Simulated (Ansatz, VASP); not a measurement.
# AlN in VASP and in Ansatz

The input INCAR:

```
SYSTEM = AlN
PREC = Accurate
ENCUT = 520
EDIFF = 1E-6
ISMEAR = 0
SIGMA = 0.02
LREAL = .FALSE.
LASPH = .TRUE.
NELM = 100
ALGO = Normal
ISIF = 2
LWAVE = .FALSE.
LCHARG = .FALSE.
GGA = PE
NBANDS = 16
```

File KPOINTS:

```
regular mesh
0
G
  12 12 6
  0 0 0
```

POSCAR

```
AlN
1.0
    3.1302084198      0.0000000000      0.0000000000
   -1.5651042099      2.7108400106      0.0000000000
    0.4516238990      0.0000000000      5.0180433220
Al N
2 2
Direct
    0.6618515788      0.3335201099      0.5000137471
    0.3283314689      0.6664798901      1.0000137471
    0.6704257732      0.3310345940      0.8799862529
    0.3393911792      0.6689654060      0.3799862529
```

Input for Ansatz:

```yaml
crystal:
  lattice:
    - [3.1302084198, 0.0, 0.0]
    - [-1.5651042099, 2.7108400106, 0.0]
    - [0.451623899, 0.0, 5.018043322]
  atoms:
    - { symbol: Al, position: [0.6618515788, 0.3335201099, 0.5000137471] }
    - { symbol: Al, position: [0.3283314689, 0.6664798901, 1.0000137471] }
    - { symbol: "N", position: [0.6704257732, 0.331034594, 0.8799862529] }
    - { symbol: "N", position: [0.3393911792, 0.668965406, 0.3799862529] }
basis:
  ecutwfc: 420
kpoints:
  mp_grid: { grid: [12, 12, 6] }
  band_path: { path: [VBM, CBM], npoints: 2 }
hamiltonian:
  xc: pbe
scf:
  occupations: { method: gaussian, width: 0.02 }
output:
  forces: true
  stress: true
  eigenvalues: true
checkpoint:
  read: start.run
  write: ck
  compress: false
  write_wavefunctions: false
  write_every: 100000
```

Alike in both runs: task single point; functional PBE; k mesh 12 × 12 × 6; occupations gaussian, width 0.02 eV; no spin polarisation.

|  | VASP | Ansatz |
| --- | --- | --- |
| version | VASP 6.6.1 | Ansatz 0.2.0 |
| potentials or method | VASP PAW PBE potentials, release 64 (Al, N), cutoff 520 eV | scalar-relativistic, plane waves, PAW |
| valence electrons in the cell | 16 | 16 |

Ansatz gave:

* gap on the k mesh at the Fermi level (eV): 3.75
* least direct gap on the mesh (eV): 3.75
* pressure (GPa): -0.2
* traceless stress, the component that is largest in VASP (GPa): -9.70

Problem. What did VASP give for the same quantities?

Solution. gap on the k mesh at the Fermi level (eV): 3.76; least direct gap on the mesh (eV): 3.76; pressure (GPa): -0.5; traceless stress, the component that is largest in VASP (GPa): -9.76.
